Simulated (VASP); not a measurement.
A run of VASP 6.6.1:

Contents of INCAR:

```
PREC     = Accurate       # precision mode
ENCUT    = 520            # plane-wave cutoff, eV
EDIFF    = 1E-7           # SCF threshold, eV
ISMEAR   = 0              # smearing method
SIGMA    = 0.15           # smearing width, eV
LREAL    = F              # projectors in reciprocal space
LASPH    = T              # aspherical terms in the spheres
NELM     = 100            # most SCF steps
ALGO     = Fast           # electronic algorithm
ISIF     = 2              # what is computed and relaxed
LWAVE    = F              # write WAVECAR
LCHARG   = F              # write CHGCAR
GGA      = PE             # functional
NBANDS   = 13             # bands
```

The input KPOINTS:

```
regular mesh
0
Gamma
  22 22 22
```

The input POSCAR:

```
Mo
1.0
   -1.5710000000      1.5710000000      1.5710000000
    1.5710000000     -1.5710000000      1.5710000000
    1.5710000000      1.5710000000     -1.5710000000
Mo
1
Direct
    0.0000000000      0.0000000000      0.0000000000
```

Potentials or basis: VASP PAW PBE potentials, release 64 (Mo_sv).

Command:

```sh
$ cat potpaw_PBE.64/Mo_sv/POTCAR > POTCAR
$ mpirun -np 1 vasp_std > vasp.out
```

Hardware: 1 thread of Intel(R) Xeon(R) Platinum 8488C (Sapphire Rapids), with other jobs on the host.

Problem. Estimate the wall time of this run.

Solution. Run time: 33 s on 1 thread of Intel(R) Xeon(R) Platinum 8488C (Sapphire Rapids), with other jobs on the host, peak memory 0.17 GiB. Counts: scf iterations 15, k points 328.
